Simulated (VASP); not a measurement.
# BAs (F-43m) in VASP: a series of runs

The runs below take BAs through single point, with PBE-based screened hybrid with 75 % exact exchange, HSE06, PBE-based global hybrid with 35 % exact exchange.

Program: VASP 6.6.1. These are calculated values, not measurements. Logs are shortened: lines on timing, memory, paths and dates and some standing lists are left out, and cuts for length are marked.

## (1) The cell of the first run

The structure is cubic, space group F-43m (No. 216). Conventional cell: a = 4.784 Å, b = 4.784 Å, c = 4.784 Å, α = 90.00°, β = 90.00°, γ = 90.00°. Within 2.7 Å of B (site symmetry -43m) lie 4 As at 2.07 Å. As (site symmetry -43m) has 4 B at 2.07 Å within 2.7 Å.

## (2) Single point, PBE-based screened hybrid with 75 % exact exchange

Input file POSCAR:

```
BAs
1.0
    0.0000000000      2.3918698977      2.3918698977
    2.3918698977      0.0000000000      2.3918698977
    2.3918698977      2.3918698977      0.0000000000
B As
1 1
Direct
    0.0000000000      0.0000000000      0.0000000000
    0.2500000000      0.2500000000      0.2500000000
```

Input file INCAR.step1:

```
SYSTEM = BAs
ALGO     = Normal         ! electronic algorithm
EDIFF    = 1E-5           ! SCF threshold, eV
ENCUT    = 420            ! plane-wave cutoff, eV
GGA      = PE             ! functional
GGA_COMPAT= .False.      
ISIF     = 2              ! what is computed and relaxed
ISMEAR   = 0              ! smearing method
LASPH    = .True.         ! aspherical terms in the spheres
LREAL    = .False.        ! projectors in reciprocal space
LWAVE    = .True.         ! write WAVECAR
NBANDS   = 16             ! bands
NELM     = 120            ! most SCF steps
PREC     = Accurate       ! precision mode
SIGMA    = 0.01           ! smearing width, eV
```

Input file INCAR.step2:

```
SYSTEM = BAs
AEXX     = 0.75           ! exact-exchange fraction
ALGO     = Normal         ! electronic algorithm
EDIFF    = 1E-6           ! SCF threshold, eV
ENCUT    = 420            ! plane-wave cutoff, eV
GGA      = PE             ! functional
GGA_COMPAT= .False.      
HFSCREEN = 0.3            ! screening, 1/A
ISIF     = 2              ! what is computed and relaxed
ISMEAR   = 0              ! smearing method
ISTART   = 1            
LASPH    = .True.         ! aspherical terms in the spheres
LCHARG   = .True.         ! write CHGCAR
LELF     = .True.         ! ELF
LHFCALC  = .True.         ! exact exchange
LREAL    = .False.        ! projectors in reciprocal space
LVHAR    = .True.       
LWAVE    = .False.        ! write WAVECAR
NBANDS   = 16             ! bands
NELM     = 120            ! most SCF steps
PREC     = Accurate       ! precision mode
PRECFOCK = Normal       
SIGMA    = 0.01           ! smearing width, eV
```

Input file KPOINTS:

```
k-points
0
Gamma
  4 4 4
  0 0 0
```

Potentials or basis: VASP PAW PBE potentials, release 64 (B, As_d).

Command:

```bash
cat potpaw_PBE.64/B/POTCAR potpaw_PBE.64/As_d/POTCAR > POTCAR
cp INCAR.step1 INCAR
mpirun -np 1 vasp_std > vasp.out
cp INCAR.step2 INCAR
mpirun -np 1 vasp_std > vasp.out
```

OUTCAR:

```text
SYSTEM = BAs
   AEXX = 0.75
   EDIFF = 1E-6
   ENCUT = 420
   GGA = PE
   HFSCREEN = 0.3
   ISIF = 2
   ISMEAR = 0
   ISTART = 1
   LASPH = .True.
   LHFCALC = .True.
   LREAL = .False.
   NELM = 120
   PREC = Accurate
   PRECFOCK = Normal

 ion  position               nearest neighbor table
   1  0.000  0.000  0.000-   2 2.07   2 2.07   2 2.07   2 2.07
   2  0.250  0.250  0.250-   1 2.07   1 2.07   1 2.07   1 2.07

  LATTYP: Found a face centered cubic cell.
 ALAT       =     4.7837397954

  Lattice vectors:

 A1 = (   0.0000000000,   2.3918698977,   2.3918698977)
 A2 = (   2.3918698977,   0.0000000000,   2.3918698977)
 A3 = (   2.3918698977,   2.3918698977,   0.0000000000)

Analysis of symmetry for initial positions (statically):
=====================================================================
 Subroutine PRICEL returns:
 Original cell was already a primitive cell.

 Routine SETGRP: Setting up the symmetry group for a
 face centered cubic supercell.

 Subroutine GETGRP returns: Found 24 space group operations
 (whereof 24 operations were pure point group operations)
 out of a pool of 48 trial point group operations.

The static configuration has the point symmetry T_d .

Analysis of symmetry for dynamics (positions and initial velocities):
=====================================================================
 Subroutine PRICEL returns:
 Original cell was already a primitive cell.

 Routine SETGRP: Setting up the symmetry group for a
 face centered cubic supercell.

 Subroutine GETGRP returns: Found 24 space group operations
 (whereof 24 operations were pure point group operations)
 out of a pool of 48 trial point group operations.

The dynamic configuration has the point symmetry T_d .

 Subroutine INISYM returns: Found 24 space group operations
 (whereof 24 operations are pure point group operations),
 and found     1 'primitive' translations

----------------------------------------------------------------------------------------

                                     Primitive cell

  volume of cell :      27.3680

  direct lattice vectors                    reciprocal lattice vectors
     0.000000000  2.391869898  2.391869898    -0.209041470  0.209041470  0.209041470
     2.391869898  0.000000000  2.391869898     0.209041470 -0.209041470  0.209041470
     2.391869898  2.391869898  0.000000000     0.209041470  0.209041470 -0.209041470

  length of vectors
     3.382614849  3.382614849  3.382614849     0.362070447  0.362070447  0.362070447

  position of ions in fractional coordinates (direct lattice)
     0.000000000  0.000000000  0.000000000
     0.250000000  0.250000000  0.250000000

  ion indices of the primitive-cell ions
   primitive index   ion index
                 1           1
                 2           2

----------------------------------------------------------------------------------------

 KPOINTS: k-points

Automatic generation of k-mesh.
 Grid dimensions read from file:
 generate k-points for:    4    4    4

 Generating k-lattice:

  Cartesian coordinates                     Fractional coordinates (reciprocal lattice)
    -0.052260368  0.052260368  0.052260368     0.250000000  0.000000000  0.000000000
     0.052260368 -0.052260368  0.052260368     0.000000000  0.250000000  0.000000000
     0.052260368  0.052260368 -0.052260368     0.000000000  0.000000000  0.250000000

  Length of vectors
     0.090517612  0.090517612  0.090517612

  Shift w.r.t. Gamma in fractional coordinates (k-lattice)
     0.000000000  0.000000000  0.000000000

 Subroutine IBZKPT returns following result:
 ===========================================

 Found      8 irreducible k-points:

 Following reciprocal coordinates:
            Coordinates               Weight
  0.000000  0.000000  0.000000      1.000000
  0.250000  0.000000  0.000000      8.000000
  0.500000  0.000000  0.000000      4.000000
  0.250000  0.250000  0.000000      6.000000
  0.500000  0.250000  0.000000     24.000000
 -0.250000  0.250000  0.000000     12.000000
  0.500000  0.500000  0.000000      3.000000
 -0.250000  0.500000  0.250000      6.000000
   k-points           NKPTS =      8   k-points in BZ     NKDIM =     64   number of bands    NBANDS=     16
   number of dos      NEDOS =    301   number of ions     NIONS =      2
   total plane-waves  NPLWV =  13824
   dimension x,y,z NGX =    24 NGY =   24 NGZ =   24
   dimension x,y,z NGXF=    48 NGYF=   48 NGZF=   48
   ions per type =               1   1
   NGX,Y,Z   is equivalent  to a cutoff of  11.80, 11.80, 11.80 a.u.
   NGXF,Y,Z  is equivalent  to a cutoff of  23.59, 23.59, 23.59 a.u.
 SYSTEM =  BAs
   PREC   = accura    normal or accurate (medium, high low for compatibility)
   ISTART =      1    job   : 0-new  1-cont  2-samecut
   ICHARG =      0    charge: 1-file 2-atom 10-const
   ISPIN  =      1    spin polarized calculation?
   LNONCOLLINEAR =      F non collinear calculations
   LSORBIT =      F    spin-orbit coupling
   LASPH  =      T    aspherical Exc in radial PAW
   ENCUT  =  420.0 eV  30.87 Ry    5.56 a.u.   5.65  5.65  5.65*2*pi/ulx,y,z
   NELM   =    120;   NELMIN=  2; NELMDL=  0     # of ELM steps
   EDIFF  = 0.1E-05   stopping-criterion for ELM
   LREAL  =      F    real-space projection
   EDIFFG = 0.1E-04   stopping-criterion for IOM
   NSW    =      0    number of steps for IOM
   IBRION =     -1    ionic relax: 0-MD 1-quasi-New 2-CG
   NFREE  =      0    steps in history (QN), initial steepest desc. (CG)
   ISIF   =      2    stress and relaxation
   ISYM   =      3    0-nonsym 1-usesym 2-fastsym
   POTIM  = 0.5000    time-step for ionic-motion
   TEBEG  =    0.0;   TEEND  =   0.0 temperature during run
   PSTRESS=    0.0 pullay stress
   NELECT =      18.0000    total number of electrons
   NUPDOWN=      -1.0000    fix difference up-down
   EMIN   =  10.00;   EMAX   =-10.00  energy-range for DOS
   EFERMI =   0.00;   METHOD = LEGACY
   ISMEAR =     0;   SIGMA  =   0.01  broadening in eV -4-tet -1-fermi 0-gaus
   EFERMI_NEDOS =   21; number of points for ismear=-14 and -15
   IALGO  =     38    algorithm
   IMIX   =      1    mixing-type and parameters
     AMIX     =   0.40;   BMIX     =  1.00
     AMIX_MAG =   1.60;   BMIX_MAG =  1.00
  volume/ion in A,a.u.               =      13.68        92.34
  Fermi-wavevector in a.u.,A,eV,Ry     =   1.423699  2.690401 27.577897  2.026918
  Thomas-Fermi vector in A             =   2.544269
   LORBIT       =      0    0 simple, 1 ext, 2 COOP (PROOUT), +10 PAW based schemes
   GGA     = PE    functional components
   LHFCALC =     T    Hartree Fock is set to
   PRECFOCK=normal    Normal, Fast or Accurate (Low or Medium for compatibility)
   ENCUT4O =  -1.0   cutoff for four orbital integrals eV
   NKREDX  =     1    reduce k-point grid by
   NKREDY  =     1    reduce k-point grid by
   NKREDZ  =     1    reduce k-point grid by
   AEXX    =    0.7500 exact exchange contribution
   HFSCREEN=    0.3000 screening length (either q_TF or 0.3 A-1)
   HFSCREENC=   0.3000 screening length for correlation (either q_TF or 0.3 A-1)
   ENCUTFOCK=  -1.0 apply spherical cutoff to Coloumb kernel
   IVDW    =     0    specifies the selected vdW correction
   LEPSILON=     F    determine dielectric tensor
   LRPA    =     F    only Hartree local field effects (RPA)
 non-spin polarized calculation
 Gauss-broadening in eV      SIGMA  =   0.01
  energy-cutoff  :      420.00
  volume of cell :       27.37
 maximum number of plane-waves:       544
 NGX is ok and might be reduce to    24
  NGX = 18; NGY = 18; NGZ = 18

 number of electron      18.0000019 magnetization

 Free energy of the ion-electron system (eV)
  ---------------------------------------------------
  ext. energy  EPLUGINS =         0.00000000
  ---------------------------------------------------
  free energy    TOTEN  =       -16.21488081 eV

  energy without entropy =      -16.21488081  energy(sigma->0) =      -16.21488081

 E-fermi :   3.8397     XC(G=0):  -5.6852

 val. band max:        3.7634712218   @ k =   0.0000   0.0000   0.0000
 cond. band min:       6.7940092102   @ k =   0.5000   0.5000   0.0000
 fundamental gap:      3.0305379884
 Fermi energy:         3.8397336179

 k-point     1 :       0.0000    0.0000    0.0000
  band No.  band energies     occupation
      1     -42.4040      2.00000
      2     -42.4040      2.00000
      3     -42.4040      2.00000
      4     -42.3715      2.00000
      5     -42.3715      2.00000
      6     -15.7031      2.00000
[... 8 lines left out ...]
     15      19.8086      0.00000
     16      19.8086      0.00000

 k-point     2 :       0.2500    0.0000    0.0000
  band No.  band energies     occupation
      1     -42.4022      2.00000
      2     -42.4004      2.00000
      3     -42.4004      2.00000
      4     -42.3712      2.00000
      5     -42.3712      2.00000
      6     -14.4036      2.00000
[... 8 lines left out ...]
     15      17.7638      0.00000
     16      17.8111      0.00000

 k-point     3 :       0.5000    0.0000    0.0000
  band No.  band energies     occupation
      1     -42.4004      2.00000
      2     -42.3975      2.00000
      3     -42.3975      2.00000
      4     -42.3700      2.00000
      5     -42.3700      2.00000
      6     -11.9268      2.00000
[... 8 lines left out ...]
     15      22.0211      0.00000
     16      22.0211      0.00000

 k-point     4 :       0.2500    0.2500    0.0000
  band No.  band energies     occupation
      1     -42.4063      2.00000
      2     -42.3963      2.00000
      3     -42.3963      2.00000
      4     -42.3740      2.00000
      5     -42.3689      2.00000
      6     -13.9531      2.00000
[... 8 lines left out ...]
     15      20.8874      0.00000
     16      21.5612      0.00000

 k-point     5 :       0.5000    0.2500    0.0000
  band No.  band energies     occupation
      1     -42.4037      2.00000
      2     -42.3937      2.00000
      3     -42.3928      2.00000
      4     -42.3737      2.00000
      5     -42.3684      2.00000
      6     -11.3818      2.00000
[... 8 lines left out ...]
     15      22.3938      0.00000
     16      23.1346      0.00000

 k-point     6 :      -0.2500    0.2500    0.0000
  band No.  band energies     occupation
      1     -42.4004      2.00000
      2     -42.3970      2.00000
      3     -42.3962      2.00000
      4     -42.3714      2.00000
      5     -42.3706      2.00000
      6     -12.4060      2.00000
[... 8 lines left out ...]
     15      19.3631      0.00000
     16      23.2482      0.00000

 k-point     7 :       0.5000    0.5000    0.0000
  band No.  band energies     occupation
      1     -42.4086      2.00000
      2     -42.3886      2.00000
      3     -42.3886      2.00000
      4     -42.3769      2.00000
      5     -42.3662      2.00000
      6     -10.0543      2.00000
[... 8 lines left out ...]
     15      25.0906      0.00000
     16      25.0908      0.00000

 k-point     8 :      -0.2500    0.5000    0.2500
  band No.  band energies     occupation
      1     -42.4012      2.00000
      2     -42.3961      2.00000
      3     -42.3888      2.00000
      4     -42.3740      2.00000
      5     -42.3688      2.00000
      6      -9.8464      2.00000
[... 8 lines left out ...]
     15      23.2731      0.00000
     16      23.2849      0.00000

------------------------ aborting loop because EDIFF is reached ----------------------------------------

  FORCE on cell =-STRESS in cart. coord.  units (eV):
  Direction    XX          YY          ZZ          XY          YZ          ZX
  --------------------------------------------------------------------------------------
  -------------------------------------------------------------------------------------
  Total       -0.9481655     -0.9481655     -0.9481655      0.0000000      0.0000000      0.0000000
  in kB      -55.5075521    -55.5075521    -55.5075521      0.0000000      0.0000000      0.0000000
  external PRESSURE =     -55.5075521 kB  Pullay stress =       0.0000000 kB

 VOLUME and BASIS-vectors are now :
 -----------------------------------------------------------------------------
  energy-cutoff  :      420.00
  volume of cell :       27.37
      direct lattice vectors                 reciprocal lattice vectors
     0.000000000  2.391869898  2.391869898    -0.209041470  0.209041470  0.209041470
     2.391869898  0.000000000  2.391869898     0.209041470 -0.209041470  0.209041470
     2.391869898  2.391869898  0.000000000     0.209041470  0.209041470 -0.209041470

 POSITION                                       TOTAL-FORCE (eV/Angst)
 -----------------------------------------------------------------------------------
      0.00000      0.00000      0.00000        -0.000000     -0.000000     -0.000000
      1.19593      1.19593      1.19593         0.000000      0.000000      0.000000
 -----------------------------------------------------------------------------------
    total drift:                               -0.000020     -0.000038     -0.000035

  FREE ENERGIE OF THE ION-ELECTRON SYSTEM (eV)
  ---------------------------------------------------
  free  energy   TOTEN  =       -16.2148808117 eV

  energy  without entropy=      -16.2148808117  energy(sigma->0) =      -16.21488081
```

Wall time 5.7 min (1 thread of Intel Xeon Platinum 8259CL at 2.50GHz (Skylake/Cascade Lake), shared host); peak memory 0.24 GiB.

Results:

```
Free energy            : -16.2149 eV
Pressure               : -5.6 GPa
Band gap on the k mesh : 3.03 eV (least direct gap 5.46 eV)
```

Caveat: the k points lie up to 0.57 Å⁻¹ apart; the PAW data sets were made with another functional, which shifts forces and pressure a little. A k mesh can miss the band edges.

## (3) Single point, HSE06

POSCAR is that of step 2.

Input file INCAR.step1:

```
SYSTEM = BAs
PREC = Accurate
ENCUT = 420
EDIFF = 1E-5
ISMEAR = -1
SIGMA = 0.2
LREAL = .False.
LASPH = .True.
NELM = 120
ALGO = Normal
ISIF = 2
LWAVE = .True.
LCHARG = .False.
GGA = PE
NBANDS = 16
GGA_COMPAT = .False.
```

Input file INCAR.step2:

```
SYSTEM = BAs
PREC = Accurate
ENCUT = 420
EDIFF = 1E-6
ISMEAR = -1
SIGMA = 0.2
LREAL = .False.
LASPH = .True.
NELM = 120
ALGO = Normal
ISIF = 2
LWAVE = .False.
LCHARG = .False.
GGA = PE
LHFCALC = .True.
HFSCREEN = 0.2079
PRECFOCK = Normal
ISTART = 1
NBANDS = 16
GGA_COMPAT = .False.
```

Input file KPOINTS:

```
regular mesh
0
Gamma
  4 4 4
  0 0 0
```

Potentials or basis: VASP PAW PBE potentials, release 64 (B, As_d).

Command:

```bash
cat potpaw_PBE.64/B/POTCAR potpaw_PBE.64/As_d/POTCAR > POTCAR
cp INCAR.step1 INCAR
mpirun -np 1 vasp_std > vasp.out
cp INCAR.step2 INCAR
mpirun -np 1 vasp_std > vasp.out
```

Run time: 4.1 min. Hardware: 1 thread of Intel Xeon Platinum 8259CL at 2.50GHz (Skylake/Cascade Lake), shared host; peak memory 0.24 GiB.

The run converged. Its results:

```
Free energy            : -13.1309 eV
Pressure               : -0.5 GPa
Band gap on the k mesh : 2.11 eV (least direct gap 4.14 eV)
```

Levels at points of the mesh, in eV from the valence-band top:
```
           k point  band 6  band 7  band 8  band 9  band 10  band 11  band 12  band 13
(0.00, 0.00, 0.00)  -16.88    0.00    0.00    0.00     4.14     4.14     4.14     5.88
(0.50, 0.00, 0.00)  -13.70   -9.64   -1.98   -1.98     3.59     5.73     5.73    10.03
(0.50, 0.50, 0.00)  -12.20   -9.43   -4.44   -4.44     2.11     2.18    12.99    12.99
```

Caveat: the k points lie up to 0.57 Å⁻¹ apart; the PAW data sets were made with another functional, which shifts forces and pressure a little. A k mesh can miss the band edges.

## (4) Single point, PBE-based global hybrid with 35 % exact exchange

POSCAR is that of step 3.

Input file INCAR.step1:

```
PREC = Accurate
ENCUT = 420
EDIFF = 1E-5
ISMEAR = 0
SIGMA = 0.01
LREAL = False
LASPH = True
NELM = 120
ALGO = Normal
ISIF = 2
LWAVE = True
LCHARG = False
GGA = PE
NBANDS = 16
GGA_COMPAT = False
```

Input file INCAR.step2:

```
PREC = Accurate
ENCUT = 420
EDIFF = 1E-6
ISMEAR = 0
SIGMA = 0.01
LREAL = False
LASPH = True
NELM = 120
ALGO = Normal
ISIF = 2
LWAVE = False
LCHARG = False
GGA = PE
LHFCALC = True
AEXX = 0.35
PRECFOCK = Normal
ISTART = 1
NBANDS = 16
GGA_COMPAT = False
```

Input file KPOINTS:

```
regular mesh
0
Gamma
  4 4 4
```

Command:

```bash
cat potpaw_PBE.64/B/POTCAR potpaw_PBE.64/As_d/POTCAR > POTCAR
cp INCAR.step1 INCAR
mpirun -np 1 vasp_std > vasp.out
cp INCAR.step2 INCAR
mpirun -np 1 vasp_std > vasp.out
```

Wall time 2.4 min (1 thread of AMD EPYC 9R45 (Zen 5), shared host); peak memory 0.11 GiB.

It converged, with:

```yaml
Free_energy: -15.2802 eV
Pressure: -2.2 GPa
Band_gap_on_the_k_mesh: 3.48 eV (least direct gap 5.60 eV)
```

Levels at points of the mesh, in eV from the valence-band top:
```tsv
k point	band 6	band 7	band 8	band 9	band 10	band 11	band 12	band 13
(0.00, 0.00, 0.00)	-17.53	0.00	0.00	0.00	5.60	5.60	5.60	7.49
(0.50, 0.00, 0.00)	-14.22	-10.05	-2.05	-2.05	5.05	7.22	7.22	11.58
(0.50, 0.50, 0.00)	-12.65	-9.85	-4.61	-4.61	3.48	3.56	14.78	14.78
```

Caveat: the k points lie up to 0.57 Å⁻¹ apart; the PAW data sets were made with another functional, which shifts forces and pressure a little.

## (5) The runs side by side

```csv
level,smearing,share of exact exchange,screening parameter,gap on the mesh (eV),pressure (GPa)
PBE-based screened hybrid with 75 % exact exchange,gaussian 0.01 eV,0.75,0.3 1/Å,3.03,-5.6
HSE06,fermi-dirac 0.2 eV,0.25,0.2079 1/Å,2.11,-0.5
PBE-based global hybrid with 35 % exact exchange,gaussian 0.01 eV,0.35,-,3.48,-2.2
```

Alike in all rows: task single point; potentials or basis VASP PAW PBE potentials, release 64 (B, As_d); no spin polarisation; cell as given; k mesh 4 × 4 × 4; cutoff (eV) 420.

Caveats: all runs use coarse meshes; the PAW data sets were made with another functional, which shifts forces and pressure a little.

Absolute energies hang on the potentials; compare differences alone.
